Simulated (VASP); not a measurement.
# Mg8HO8 (a cell with a defect) in VASP: a series of runs, part 2 of 2

VASP 6.6.1. The steps go on from the part before.

### 4 Single point, PBE

Contents of INCAR:

```
SYSTEM = Mg8HO8
PREC = Accurate
ENCUT = 520
EDIFF = 1E-7
ISMEAR = -1
SIGMA = 0.05
LREAL = Auto
LASPH = .True.
NELM = 80
ALGO = Normal
ISIF = 2
LWAVE = .False.
LCHARG = .False.
GGA = PE
NELECT = 64.0
NBANDS = 46
```

Contents of KPOINTS:

```
regular mesh
0
Gamma
  2 2 2
  0 0 0
```

Contents of POSCAR:

```
Mg8HO8
1.0
    0.0000000000      3.9770000000      3.9770000000
    3.9770000000      0.0000000000      3.9770000000
    3.9770000000      3.9770000000      0.0000000000
Mg O H
8 8 1
Direct
    0.0107334674     -0.0138491325      0.0025969324
    0.0140154639     -0.0186692230      0.4959339955
    0.0132806135      0.4874857933      0.0021111390
    0.0107308273      0.4879712095      0.5007924315
    0.4956551421     -0.0379103596      0.0356757606
    0.5128679909     -0.0117646467      0.5028518984
    0.5015922806      0.4901922303      0.0048034951
    0.4957110888      0.5209844104      0.4767201408
    0.2586150365      0.2339434247      0.2569414131
    0.2755549409      0.2368979130      0.7515393513
    0.2483789288      0.7368259995      0.2514712095
    0.2586310033      0.7423204677      0.7485422429
    0.7588418406      0.2421108876      0.2494080966
    0.7483496354      0.2359978627      0.7505535580
    0.7619362585      0.7381238371      0.2527557204
    0.7588247423      0.7348026150      0.7567362333
    0.6165897662      1.1987318330      0.7133891124
```

Potentials or basis: VASP PAW PBE potentials, release 64 (Mg, O, H).

Started as:

```console
cat potpaw_PBE.64/Mg/POTCAR potpaw_PBE.64/O/POTCAR potpaw_PBE.64/H/POTCAR > POTCAR
mpirun -np 1 vasp_std > vasp.out
```

OUTCAR:

```text
SYSTEM = Mg8HO8
   PREC = Accurate
   ENCUT = 520
   EDIFF = 1E-7
   ISMEAR = -1
   LREAL = Auto
   LASPH = .True.
   NELM = 80
   ISIF = 2
   GGA = PE
   NELECT = 64.0

 ion  position               nearest neighbor table
   1  0.011  0.986  0.003-  11 1.94  15 1.98  12 1.98  13 2.00  14 2.05  10 2.05   5 2.76   2 2.77
                             7 2.78   3 2.80   4 2.80   6 2.81   6 2.82   4 2.82   3 2.83   7 2.85
   2  0.014  0.981  0.496-  11 1.95   9 1.98  12 1.98  13 2.00  16 2.00  17 2.00  14 2.03   5 2.65
                             8 2.65   1 2.77   4 2.77   6 2.78   3 2.81   3 2.81   6 2.85   4 2.85
   3  0.013  0.487  0.002-  13 1.99  16 1.99   9 1.99  12 1.99  15 1.99  10 1.99   7 2.76   8 2.80
                             5 2.80   1 2.80   4 2.80   2 2.81   2 2.81   4 2.83   1 2.83   5 2.84
   4  0.011  0.488  0.501-  11 1.94  15 1.98   9 1.98  16 2.00  14 2.05  10 2.05   8 2.76   2 2.77
                             7 2.78   3 2.80   1 2.80   6 2.81   6 2.82   1 2.82   3 2.83   7 2.85
   5  0.496  0.962  0.036-  17 1.67  11 1.88  15 1.93   9 1.97  10 2.02  16 2.02  14 2.10   8 2.48
                             2 2.65   7 2.73   6 2.75   1 2.76   3 2.80   3 2.84   1 2.88   6 2.88
   6  0.513  0.988  0.503-  10 1.98  16 1.99  13 1.99  15 1.99  12 1.99   9 1.99   5 2.75   8 2.76
[... 225 lines left out ...]
      6     -11.4348      2.00000
[... 365 lines left out ...]
     43      17.2561      0.00000
     44      17.3929      0.00000
 [bands above 44 left out]

------------------------ aborting loop because EDIFF is reached ----------------------------------------

  FORCE on cell =-STRESS in cart. coord.  units (eV):
  Direction    XX          YY          ZZ          XY          YZ          ZX
  --------------------------------------------------------------------------------------
  -------------------------------------------------------------------------------------
  Total       29.0796673     32.3698918     32.3574209     -0.8735303     -4.7416527     -0.8822480
  in kB      370.3422382    412.2446810    412.0858594    -11.1247888    -60.3870142    -11.2358128
  external PRESSURE =     398.2242596 kB  Pullay stress =       0.0000000 kB

 VOLUME and BASIS-vectors are now :
 -----------------------------------------------------------------------------
  energy-cutoff  :      520.00
  volume of cell :      125.80
      direct lattice vectors                 reciprocal lattice vectors
     0.000000000  3.977000000  3.977000000    -0.125722907  0.125722907  0.125722907
     3.977000000  0.000000000  3.977000000     0.125722907 -0.125722907  0.125722907
     3.977000000  3.977000000  0.000000000     0.125722907  0.125722907 -0.125722907

 POSITION                                       TOTAL-FORCE (eV/Angst)
 -----------------------------------------------------------------------------------
      3.93225      0.05302      3.96461         0.005675      0.014436     -0.018444
      5.87508      2.02807      3.95849        -0.041847      0.014863      0.009594
      1.94713      0.06121      1.99155         0.015459     -0.013438     -0.011526
      3.93231      2.03433      1.98334         0.006697     -0.018195      0.016309
      3.96811      2.11310      5.79745         0.038465     -0.039184     -0.041878
      5.93005      4.03952      5.96989         0.007892     -0.019464     -0.019823
[... 9 lines left out ...]
      5.93185      6.02739      5.94016         0.027704     -0.018272      0.004703
      3.62750      5.28933      3.24253        -0.252284      0.110265      0.108619
 -----------------------------------------------------------------------------------
    total drift:                               -0.005294     -0.008529     -0.000347

  FREE ENERGIE OF THE ION-ELECTRON SYSTEM (eV)
  ---------------------------------------------------
  free  energy   TOTEN  =       -99.4708037583 eV

  energy  without entropy=      -99.4708037583  energy(sigma->0) =      -99.47080376
```

OSZICAR:

```text
N       E                     dE             d eps       ncg     rms          rms(c)
DAV:   1     0.325653650104E+03    0.32565E+03   -0.33100E+04   760   0.130E+03
DAV:   2    -0.925329848189E+02   -0.41819E+03   -0.40790E+03   924   0.291E+02
DAV:   3    -0.111545664425E+03   -0.19013E+02   -0.18933E+02   920   0.636E+01
DAV:   4    -0.111664492227E+03   -0.11883E+00   -0.11873E+00   906   0.568E+00
DAV:   5    -0.111665200601E+03   -0.70837E-03   -0.70814E-03   866   0.440E-01    0.206E+01
DAV:   6    -0.996418535067E+02    0.12023E+02   -0.40576E+01   860   0.304E+01    0.580E+00
DAV:   7    -0.995359674619E+02    0.10589E+00   -0.13147E+00   856   0.541E+00    0.394E+00
DAV:   8    -0.994840379681E+02    0.51929E-01   -0.27093E-01   906   0.359E+00    0.851E-01
DAV:   9    -0.994710897736E+02    0.12948E-01   -0.27066E-02   914   0.985E-01    0.335E-01
DAV:  10    -0.994709663047E+02    0.12347E-03   -0.17510E-02   880   0.685E-01    0.162E-01
DAV:  11    -0.994707061606E+02    0.26014E-03   -0.15729E-03   882   0.245E-01    0.590E-02
DAV:  12    -0.994708109175E+02   -0.10476E-03   -0.35999E-04   872   0.965E-02    0.209E-02
DAV:  13    -0.994708036284E+02    0.72891E-05   -0.29987E-05   890   0.313E-02    0.582E-03
DAV:  14    -0.994708041302E+02   -0.50180E-06   -0.91858E-06   888   0.162E-02    0.460E-03
DAV:  15    -0.994708037729E+02    0.35736E-06   -0.97605E-07   876   0.680E-03    0.136E-03
DAV:  16    -0.994708037583E+02    0.14592E-07   -0.24803E-07   680   0.251E-03
   1 F= -.99470804E+02 E0= -.99470804E+02  d E =-.349413E-10
```

stdout:

```text
POSCAR found type information on POSCAR MgO H
 POSCAR found :  3 types and      17 ions
 scaLAPACK will be used
 LDA part: xc-table for (Slater+PW92), standard interpolation
 POSCAR, INCAR and KPOINTS ok, starting setup
 FFT: planning ... GRIDC
 FFT: planning ... GRID_SOFT
 FFT: planning ... GRID
 WAVECAR not read
 entering main loop
 the old and the new charge density differ
 old charge density:    65.00000 new   64.00000
    0.206E+01
```

Wall time 2.1 min (1 thread of Intel Xeon Platinum 8375C at 2.90GHz (Ice Lake), shared host); peak memory 0.26 GiB.

Results:

| Property | Result |
| --- | --- |
| Free energy | -99.4708 eV |
| Largest force | 0.296 eV/Å |

Forces on the atoms (eV/Å):
```
Mg   0.006  0.014 -0.018
Mg  -0.042  0.015  0.010
Mg   0.015 -0.013 -0.012
Mg   0.007 -0.018  0.016
Mg   0.038 -0.039 -0.042
Mg   0.008 -0.019 -0.020
Mg   0.041 -0.004 -0.004
Mg   0.042 -0.046 -0.043
O    0.005 -0.016  0.005
O    0.009 -0.050 -0.051
O    0.004 -0.023 -0.022
O    0.010  0.002 -0.018
O    0.030  0.003 -0.017
O    0.040  0.128  0.122
O    0.012 -0.025 -0.021
O    0.028 -0.018  0.005
H   -0.252  0.110  0.109
```

Caveat: the k points lie up to 0.68 Å⁻¹ apart; the cell carries a net charge on a neutralising background, which shifts energy and pressure; the cell is charged against a uniform background, so pressure and absolute levels hang on convention.

### 5 Single point, PBE

Contents of INCAR:

```
SYSTEM = Mg8HO8
  PREC = Accurate
  ENCUT = 520
  EDIFF = 1E-6
  ISMEAR = -1
  SIGMA = 0.05
  LREAL = Auto
  LASPH = .True.
  NELM = 60
  ALGO = Normal
  ISIF = 2
  LWAVE = .False.
  LCHARG = .True.
  GGA = PE
  LELF = .True.
  LVHAR = .True.
  NELECT = 64.0
  NBANDS = 46
```

Contents of KPOINTS:

```
Automatic mesh
0
Gamma
  2 2 2
  0 0 0
```

Contents of POSCAR:

```
Mg8HO8
1.0
    0.0000000000      3.9770000000      3.9770000000
    3.9770000000      0.0000000000      3.9770000000
    3.9770000000      3.9770000000      0.0000000000
Mg O H
8 8 1
Direct
    0.0097037968     -0.0090379683     -0.0030693990
    0.0050125723     -0.0075207443      0.4973414634
    0.0129518481      0.4945392255     -0.0006146593
    0.0096913503      0.4920800855      0.4958281368
    0.5162863968     -0.0360988182      0.0311232084
    0.5183097812     -0.0131003269      0.4917533317
    0.5061150365      0.4916526276     -0.0034922052
    0.5163039980      0.5262361076      0.4687450339
    0.2598648479      0.2377456626      0.2519639175
    0.2751963792      0.2406464672      0.7454800101
    0.2559427961      0.7423031179      0.2471665829
    0.2598738999      0.7470994468      0.7425920292
    0.7595274076      0.2468550415      0.2428346744
    0.7429764898      0.2411997737      0.7460624843
    0.7728327885      0.7414802615      0.2463409605
    0.7595172240      0.7379896907      0.7517191350
    0.4759708323      1.2134616545      0.7183223535
```

Started as:

```console
cat potpaw_PBE.64/Mg/POTCAR potpaw_PBE.64/O/POTCAR potpaw_PBE.64/H/POTCAR > POTCAR
mpirun -np 1 vasp_std > vasp.out
```

It took 1.9 min on 1 thread of Intel Xeon Platinum 8375C at 2.90GHz (Ice Lake), shared host; peak memory 0.26 GiB.

Results (log left out):

```yaml
Free_energy: -99.4439 eV
Largest_force: 0.240 eV/Å
```

Forces on the atoms (eV/Å):
```
Mg   0.005  0.021 -0.015
Mg   0.003  0.016  0.016
Mg   0.038  0.001  0.003
Mg   0.005 -0.015  0.021
Mg   0.029  0.049  0.032
Mg  -0.039 -0.004 -0.006
Mg   0.017  0.012  0.013
Mg   0.029  0.034  0.049
O   -0.001 -0.003  0.016
O    0.030 -0.124 -0.126
O    0.015  0.017  0.021
O    0.004  0.017 -0.001
O    0.027  0.016 -0.004
O    0.003  0.045  0.043
O    0.004  0.025  0.025
O    0.023 -0.005  0.016
H   -0.192 -0.102 -0.102
```

Levels at points of the mesh, in eV from the Fermi level:
```tsv
k point	band 29	band 30	band 31	band 32	band 33	band 34	band 35	band 36
(0.00, 0.00, 0.00)	-1.74	-1.26	-1.24	-1.20	4.54	6.44	7.69	7.80
(0.50, 0.00, 0.00)	-1.73	-1.64	-1.62	-1.54	7.05	7.45	8.45	9.22
(0.00, 0.50, 0.00)	-1.75	-1.66	-1.57	-1.55	5.69	7.70	8.54	9.24
(0.00, 0.00, 0.50)	-1.75	-1.66	-1.57	-1.55	5.69	7.70	8.54	9.24
(0.50, 0.50, 0.50)	-1.72	-1.65	-1.61	-1.55	6.68	7.57	8.44	9.19
(0.50, 0.50, 0.00)	-2.01	-1.95	-1.93	-1.84	7.45	8.44	9.25	9.57
(0.00, 0.50, 0.50)	-1.81	-1.80	-1.79	-1.73	6.43	8.76	9.18	9.52
(0.50, 0.00, 0.50)	-2.01	-1.95	-1.93	-1.84	7.45	8.44	9.25	9.57
```

Caveat: the k points lie up to 0.68 Å⁻¹ apart; the cell carries a net charge on a neutralising background, which shifts energy and pressure; the cell is charged against a uniform background, so pressure and absolute levels hang on convention.
